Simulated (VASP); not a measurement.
# SrO (F-43m) in VASP: further runs, part 2 of 2

VASP 6.6.1. The steps go on from the part before.

## Step 3: Relaxation of cell and atoms, PBE

Input file INCAR:

```
SYSTEM = SrO
ALGO = Normal ; EDIFF = 1E-7
EDIFFG = -0.001 ; ENCUT = 600
GGA = PE ; GGA_COMPAT = .False.
IBRION = 2 ; ISIF = 3
ISMEAR = 0 ; LASPH = .True.
LCHARG = .False. ; LREAL = .False.
LWAVE = .False. ; NELM = 120
NELMIN = 4 ; NSW = 80
PREC = Accurate ; SIGMA = 0.01
```

Input file KPOINTS:

```
k-points
0
Gamma
  8 8 8
  0 0 0
```

Input file POSCAR:

```
SrO
1.0
    0.0000000000      2.8068086803      2.8068086803
    2.8068086803      0.0000000000      2.8068086803
    2.8068086803      2.8068086803      0.0000000000
Sr O
1 1
Direct
    0.5000000000      0.5000000000      0.5000000000
    0.2500000000      0.2500000000      0.2500000000
```

Potentials or basis: VASP PAW PBE potentials, release 64 (Sr_sv, O).

Launch:

```console
> cat potpaw_PBE.64/Sr_sv/POTCAR potpaw_PBE.64/O/POTCAR > POTCAR
> mpirun -np 1 vasp_std > vasp.out
```

OUTCAR:

```text
SYSTEM = SrO
   EDIFF = 1E-7
   EDIFFG = -0.001
   ENCUT = 600
   GGA = PE
   IBRION = 2
   ISIF = 3
   ISMEAR = 0
   LASPH = .True.
   LREAL = .False.
   NELM = 120
   NELMIN = 4
   NSW = 80
   PREC = Accurate

 ion  position               nearest neighbor table
   1  0.500  0.500  0.500-   2 2.43   2 2.43   2 2.43   2 2.43
   2  0.250  0.250  0.250-   1 2.43   1 2.43   1 2.43   1 2.43

  LATTYP: Found a face centered cubic cell.
 ALAT       =     5.6136173606

  Lattice vectors:

 A1 = (   0.0000000000,   2.8068086803,   2.8068086803)
 A2 = (   2.8068086803,   0.0000000000,   2.8068086803)
 A3 = (   2.8068086803,   2.8068086803,   0.0000000000)

Analysis of symmetry for initial positions (statically):
=====================================================================
 Subroutine PRICEL returns:
 Original cell was already a primitive cell.

 Routine SETGRP: Setting up the symmetry group for a
 face centered cubic supercell.

 Subroutine GETGRP returns: Found 24 space group operations
 (whereof 24 operations were pure point group operations)
 out of a pool of 48 trial point group operations.

The static configuration has the point symmetry T_d .

Analysis of symmetry for dynamics (positions and initial velocities):
=====================================================================
 Subroutine PRICEL returns:
 Original cell was already a primitive cell.

[... 231 lines left out ...]
  ---------------------------------------------------
  ext. energy  EPLUGINS =         0.00000000
  ---------------------------------------------------
  free energy    TOTEN  =       -11.76784316 eV

  energy without entropy =      -11.76784316  energy(sigma->0) =      -11.76784316

 E-fermi :   0.3114     XC(G=0):  -8.5357

 val. band max:        0.2024793412   @ k =  -0.2500   0.5000   0.2500
 cond. band min:       2.6723524981   @ k =   0.0000   0.0000   0.0000
 fundamental gap:      2.4698731569
 Fermi energy:         0.3113993797

 k-point     1 :       0.0000    0.0000    0.0000
  band No.  band energies     occupation
      1     -32.0858      2.00000
      2     -14.5422      2.00000
      3     -13.9816      2.00000
      4     -13.9816      2.00000
      5     -13.9816      2.00000
      6      -0.6006      2.00000
      7      -0.6006      2.00000
      8      -0.6006      2.00000
      9       2.6724      0.00000
     10       8.1662      0.00000
     11       8.1662      0.00000
     12       9.4568      0.00000
[... 331 lines left out ...]
 k-point    24 :      -0.3750    0.2500    0.1250
  band No.  band energies     occupation
      1     -32.0222      2.00000
      2     -15.8780      2.00000
      3     -14.2598      2.00000
      4     -14.1106      2.00000
      5     -12.6962      2.00000
      6      -0.4768      2.00000
      7      -0.3959      2.00000
      8      -0.0628      2.00000
      9       5.0824      0.00000
     10       6.3643      0.00000
     11       7.9334      0.00000
     12       9.0153      0.00000

 [... further k-points ...]

------------------------ aborting loop because EDIFF is reached ----------------------------------------

  FORCE on cell =-STRESS in cart. coord.  units (eV):
  Direction    XX          YY          ZZ          XY          YZ          ZX
  --------------------------------------------------------------------------------------
  -------------------------------------------------------------------------------------
  Total        0.0006802      0.0006802      0.0006802     -0.0000000     -0.0000000     -0.0000000
  in kB        0.0245007      0.0245007      0.0245007     -0.0000000     -0.0000000     -0.0000000
  external PRESSURE =       0.0245007 kB  Pullay stress =       0.0000000 kB
[... 17 lines left out ...]
  FREE ENERGIE OF THE ION-ELECTRON SYSTEM (eV)
  ---------------------------------------------------
  free  energy   TOTEN  =       -11.7678431558 eV

  energy  without entropy=      -11.7678431558  energy(sigma->0) =      -11.76784316

 reached required accuracy - stopping structural energy minimisation
```

OSZICAR:

```text
N       E                     dE             d eps       ncg     rms          rms(c)
DAV:   1     0.966713740749E+02    0.96671E+02   -0.89020E+03   696   0.136E+03
[... 28 lines left out ...]
DAV:   2    -0.117678865720E+02    0.16195E-03   -0.91591E-04   772   0.253E-01    0.443E-02
DAV:   3    -0.117678460429E+02    0.40529E-04   -0.96228E-05   872   0.107E-01    0.363E-02
DAV:   4    -0.117678379698E+02    0.80731E-05   -0.63550E-05  1096   0.562E-02    0.293E-02
DAV:   5    -0.117678410278E+02   -0.30580E-05   -0.30431E-06   824   0.178E-02    0.105E-02
DAV:   6    -0.117678428460E+02   -0.18182E-05   -0.48198E-06  1116   0.147E-02    0.334E-03
DAV:   7    -0.117678431720E+02   -0.32607E-06   -0.66890E-08   584   0.267E-03    0.861E-04
DAV:   8    -0.117678431558E+02    0.16261E-07   -0.13066E-08   396   0.111E-03
   3 F= -.11767843E+02 E0= -.11767843E+02  d E =-.277134E-03
```

CONTCAR:

```text
SrO
   1.00000000000000
     0.0000000000000000    2.8121597936641463    2.8121597936641463
     2.8121597936641463    0.0000000000000000    2.8121597936641463
     2.8121597936641463    2.8121597936641463   -0.0000000000000000
  Sr              O
     1     1
Direct
     0.5000000000000000    0.5000000000000000    0.5000000000000000
     0.2500000000000000    0.2500000000000000    0.2500000000000000

  0.00000000E+00  0.00000000E+00  0.00000000E+00
  0.00000000E+00  0.00000000E+00  0.00000000E+00
```

Run time: 64 s. Hardware: 1 thread of AMD EPYC 7R43 (Zen 3), shared host; peak memory 0.14 GiB.

What came out:

| Item | Value |
| --- | --- |
| Free energy | -11.7678 eV |
| Relaxed volume | 22.24 Å³/atom |
| Relaxed cell | a = 3.977 Å, b = 3.977 Å, c = 3.977 Å, α = 60.00°, β = 60.00°, γ = 60.00° |
| Space group after relaxing (to 0.1 Å) | F-43m (No. 216) |
| Energy gained by relaxing | 0.1 meV/atom |
| Ionic steps | 3 |
| Pressure after relaxing | 0.0 GPa |
| Band gap on the k mesh | 2.47 eV (least direct gap 3.27 eV) |

Step by step:
| step | energy change (eV) | largest force (eV/Å) | pressure (GPa) | volume (Å³) |
| --- | --- | --- | --- | --- |
| 1 | 0.0000 | 0.0000 | 0.35 | 44.23 |
| 2 | -0.0003 | 0.0000 | -0.08 | 44.54 |
| 3 | -0.0003 | 0.0000 | 0.00 | 44.48 |

Final structure:
```yaml
crystal:
  lattice:
    - [0.00000, 2.81216, 2.81216]
    - [2.81216, 0.00000, 2.81216]
    - [2.81216, 2.81216, 0.00000]
  atoms:
    - { symbol: Sr, position: [0.50000, 0.50000, 0.50000] }
    - { symbol: O, position: [0.25000, 0.25000, 0.25000] }
```

Levels at points of the mesh, in eV from the valence-band top:
| k point | band 6 | band 7 | band 8 | band 9 | band 10 | band 11 |
| --- | --- | --- | --- | --- | --- | --- |
| (0.00, 0.00, 0.00) | -0.80 | -0.80 | -0.80 | 2.47 | 7.96 | 7.96 |
| (0.50, 0.00, 0.00) | -0.71 | -0.50 | -0.50 | 5.22 | 7.04 | 7.53 |
| (0.50, 0.50, 0.00) | -1.37 | -0.01 | -0.01 | 4.53 | 5.69 | 9.51 |

A k mesh can miss the band edges.
